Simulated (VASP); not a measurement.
# Ti4Be3Al6Ni3 in VASP: further runs, part 4 of 4

VASP 6.6.1. The steps go on from the part before.

## (6) Single point, PBE

Input file INCAR:

```
SYSTEM = Ti4Be3Al6Ni3
PREC = Accurate
ENCUT = 400
EDIFF = 1E-6
ISMEAR = -1
SIGMA = 0.05
LREAL = Auto
LASPH = .TRUE.
NELM = 120
ALGO = Normal
ISIF = 2
LWAVE = .FALSE.
LCHARG = .FALSE.
GGA = PE
ISYM = -1
NBANDS = 65
GGA_COMPAT = .FALSE.
```

Input file KPOINTS:

```
explicit points
1
Reciprocal
  0.25000000   0.25000000   0.25000000 1
```

Input file POSCAR:

```
Ti4Be3Al6Ni3
1.0
    5.9660070000     -0.0851050000      0.0886860000
   -0.0851050000      6.3201460000     -0.0851570000
    0.0886860000     -0.0851570000      6.0902670000
Al Ti Be Ni
6 4 3 3
Direct
    0.0315304476      0.7946101826      0.4401983214
    0.8189924356      0.1136791841      0.7065383858
    0.1092602641      0.8987805270      0.9018584239
    0.7272667751      0.5307614247      0.6002049942
    0.8406815210      0.5789679105      1.0795415848
    0.4880957542      0.2419302366      0.9106712059
    0.4796899742      0.8751970408      0.5377838721
    0.8153586958      0.1109867302      0.2056112475
    0.2616997553      0.5255762561      0.6845792463
    0.3489214891      0.6144996726      0.1482753543
    0.1266075908      0.2866581882     -0.0020942217
    0.4711744699      0.3115822666      0.3910202676
    0.5891443582      0.8797066170      0.9469935095
    0.3312285477      0.0218741966      0.2045505404
    0.2009859408      0.1261965231      0.5777510047
    0.0444127402      0.4071339469      0.3709764313
```

Potentials or basis: VASP PAW PBE potentials, release 64 (Al, Ti_sv, Be, Ni).

The run is started by

```bash
> cat potpaw_PBE.64/Al/POTCAR potpaw_PBE.64/Ti_sv/POTCAR potpaw_PBE.64/Be/POTCAR potpaw_PBE.64/Ni/POTCAR > POTCAR
> mpirun -np 1 vasp_std > vasp.out
```

OUTCAR:

```text
SYSTEM = Ti4Be3Al6Ni3
   PREC = Accurate
   ENCUT = 400
   EDIFF = 1E-6
   ISMEAR = -1
   LREAL = Auto
   LASPH = .TRUE.
   NELM = 120
   ISIF = 2
   GGA = PE
   ISYM = -1

 ion  position               nearest neighbor table
   1  0.032  0.795  0.440-  15 2.44  16 2.48   4 2.62  14 2.67   9 2.72   7 2.79  10 2.80   5 2.81
                             8 2.85   2 2.85   3 2.92
   2  0.819  0.114  0.707-  15 2.39   6 2.45  13 2.47   3 2.57   7 2.70  11 2.77   4 2.80   1 2.85
                             8 3.04   8 3.05  16 3.06
   3  0.109  0.899  0.902-  14 2.40  11 2.50  15 2.51   2 2.57   5 2.77  10 2.82   9 2.83   8 2.85
                             1 2.92   7 3.09   6 3.09
   4  0.727  0.531  0.600-  12 2.40  16 2.45   1 2.62   7 2.71   2 2.80   9 2.81   6 2.97   5 3.02
                             5 3.24
   5  0.841  0.579  0.080-  16 2.47  11 2.58  13 2.61   3 2.77   1 2.81  10 2.97   4 3.02  10 3.08
                             8 3.08   6 3.13   4 3.24
   6  0.488  0.242  0.911-  11 2.23  13 2.40  14 2.45   2 2.45   9 2.71  15 2.76   8 2.85  10 2.86
                             4 2.97   3 3.09   5 3.13
   7  0.480  0.875  0.538-  15 2.33  14 2.45  13 2.59   9 2.69   2 2.70   4 2.71   1 2.79   3 3.09

   8  0.815  0.111  0.206-  11 2.47  16 2.49  13 2.52  12 2.65   3 2.85   6 2.85   1 2.85  14 2.93
[... 159 lines left out ...]
      4     -48.8171      2.00000
      5     -25.5844      2.00000
      6     -25.5388      2.00000
[... 55 lines left out ...]
     62       9.6526      0.00000
     63       9.7591      0.00000
 [bands above 63 left out]

------------------------ aborting loop because EDIFF is reached ----------------------------------------

  FORCE on cell =-STRESS in cart. coord.  units (eV):
  Direction    XX          YY          ZZ          XY          YZ          ZX
  --------------------------------------------------------------------------------------
  -------------------------------------------------------------------------------------
  Total        0.3370142     -2.2675209     -2.2582517     -5.3870020     -4.3439811      1.8186822
  in kB        2.3527102    -15.8296597    -15.7649509    -37.6068894    -30.3255165     12.6962975
  external PRESSURE =      -9.7473001 kB  Pullay stress =       0.0000000 kB

 VOLUME and BASIS-vectors are now :
 -----------------------------------------------------------------------------
  energy-cutoff  :      400.00
  volume of cell :      229.50
      direct lattice vectors                 reciprocal lattice vectors
     5.966007000 -0.085105000  0.088686000     0.167683879  0.002225494 -0.002410682
    -0.085105000  6.320146000 -0.085157000     0.002225494  0.158283544  0.002180788
     0.088686000 -0.085157000  6.090267000    -0.002410682  0.002180788  0.164262011

 POSITION                                       TOTAL-FORCE (eV/Angst)
 -----------------------------------------------------------------------------------
      0.15952      4.98188      2.61606        -0.204958      0.398596     -0.050446
      4.93910      0.58860      4.36596         0.918913      0.519770     -0.609133
      0.65534      5.59433      5.42571         0.539922     -0.404711     -0.042378
      4.34694      3.24148      3.67471         0.358282     -0.215648      0.353149
      4.97329      3.58084      0.50968        -0.086277     -0.263051     -0.019324
      2.97216      1.40995      5.56892        -0.156447      0.403973      0.061765
[... 8 lines left out ...]
      1.23958      0.73128      3.52574        -0.060719      0.606041      0.752566
      0.26322      2.53777      2.22861        -0.034499     -0.757571     -0.446824
 -----------------------------------------------------------------------------------
    total drift:                                0.000381     -0.002858      0.001393

  FREE ENERGIE OF THE ION-ELECTRON SYSTEM (eV)
  ---------------------------------------------------
  free  energy   TOTEN  =       -84.3684023802 eV

  energy  without entropy=      -84.2915677034  energy(sigma->0) =      -84.32998504
```

OSZICAR:

```text
N       E                     dE             d eps       ncg     rms          rms(c)
DAV:   1     0.942123415236E+03    0.94212E+03   -0.38352E+04   130   0.142E+03
DAV:   2     0.314304916845E+02   -0.91069E+03   -0.88764E+03   130   0.438E+02
DAV:   3    -0.827497972578E+02   -0.11418E+03   -0.11041E+03   180   0.155E+02
[... 13 lines left out ...]
DAV:  17    -0.843685022420E+02    0.44111E-04   -0.20677E-03   212   0.562E-01    0.101E-01
DAV:  18    -0.843684258241E+02    0.76418E-04   -0.58859E-04   196   0.256E-01    0.498E-02
DAV:  19    -0.843684022962E+02    0.23528E-04   -0.15729E-04   188   0.690E-02    0.182E-02
DAV:  20    -0.843684030488E+02   -0.75255E-06   -0.19642E-05   196   0.374E-02    0.809E-03
DAV:  21    -0.843684023802E+02    0.66865E-06   -0.23072E-06   108   0.177E-02
   1 F= -.84368402E+02 E0= -.84329985E+02  d E =-.768347E-01
```

stdout:

```text
POSCAR found type information on POSCAR AlTiBeNi
 POSCAR found :  4 types and      16 ions
 scaLAPACK will be used
 LDA part: xc-table for (Slater+PW92), standard interpolation
 POSCAR, INCAR and KPOINTS ok, starting setup
 FFT: planning ... GRIDC
 FFT: planning ... GRID_SOFT
 FFT: planning ... GRID
 WAVECAR not read
 entering main loop
```

Run time: 26 s. Hardware: 1 thread of Intel Xeon 6975P-C (Granite Rapids), shared host; peak memory 0.24 GiB.

Results:

| Property | Result |
| --- | --- |
| Free energy | -84.3684 eV |
| Pressure | -1.0 GPa |
| Largest force | 1.219 eV/Å |

Forces in eV/Å, atoms in the order of the input:
```
Al  -0.205  0.399 -0.050
Al   0.919  0.520 -0.609
Al   0.540 -0.405 -0.042
Al   0.358 -0.216  0.353
Al  -0.086 -0.263 -0.019
Al  -0.156  0.404  0.062
Ti   0.144  0.354 -0.295
Ti  -0.011  0.039  0.155
Ti  -0.526  0.050  0.473
Ti   0.272 -0.310 -0.159
Be  -0.931  0.261  0.115
Be  -0.122 -0.744  0.004
Be   0.263 -0.624 -0.063
Ni  -0.365  0.687 -0.229
Ni  -0.061  0.606  0.753
Ni  -0.034 -0.758 -0.447
```

Levels at points of the mesh, in eV from the Fermi level:
```
           k point  band 49  band 50  band 51  band 52  band 53  band 54
(0.25, 0.25, 0.25)    -0.60    -0.50    -0.10     0.10     0.25     0.49
```

Caveat: the atoms stand as in a frame of molecular dynamics. Spin polarisation is off, so any magnetic state and its effect on volume and gap are missing.

## (7) Overview

| cell | smearing | pressure (GPa) | largest force (eV/Å) |
| --- | --- | --- | --- |
| as given, atomic positions A | fermi-dirac 0.0724 eV | 4.5 | 1.99 |
| as given, atomic positions B | fermi-dirac 0.0724 eV | 3.5 | 1.89 |
| as given, atomic positions C | fermi-dirac 0.0724 eV | 4.6 | 2.69 |
| as given, atomic positions D | fermi-dirac 0.05 eV | -0.2 | 1.64 |
| as given, atomic positions E | fermi-dirac 0.05 eV | -1.0 | 1.22 |

Alike in all rows: task single point; level PBE; potentials or basis VASP PAW PBE potentials, release 64 (Al, Ti_sv, Be, Ni); no spin polarisation; k mesh 1 × 1 × 1, shifted; cutoff (eV) 400.

Caveats: the atoms stand as in a frame of molecular dynamics.

Absolute energies hang on the potentials; compare differences alone.
